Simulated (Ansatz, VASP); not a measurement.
## One calculation of Ta, two programs

```
Ta
1.0
    -1.78338    1.78338    1.78338
     1.78338   -1.78338    1.78338
     1.78338    1.78338   -1.78338
Ta
1
Direct
  0.00000 0.00000 0.00000
```

Change from the starting cell: strain +0.080 along x and y, +0.080 along z, atoms carried along.

Alike in both runs: task single point; functional PBE; k mesh 20 × 20 × 20; occupations gaussian, width 0.15 eV; no spin polarisation.

|  | VASP | Ansatz |
| --- | --- | --- |
| version | VASP 6.6.1 | Ansatz 0.2.0 |
| potentials or method | VASP PAW PBE potentials, release 64 (Ta_pv), cutoff 520 eV | scalar-relativistic, plane waves, PAW |
| valence electrons in the cell | 11 | 13 |

```tsv
	VASP	Ansatz	Ansatz less VASP
gap on the k mesh at the Fermi level (eV)	none	none	-
pressure (GPa)	-27.7	-27.7	+0.05
```

A gap of «none» marks a metal or a gap that the smearing closes. VASP's potentials hold 11 valence electrons a cell and Ansatz's 13, so a difference there can come from the potentials and not from the codes.

Neither program's run includes spin-orbit coupling.
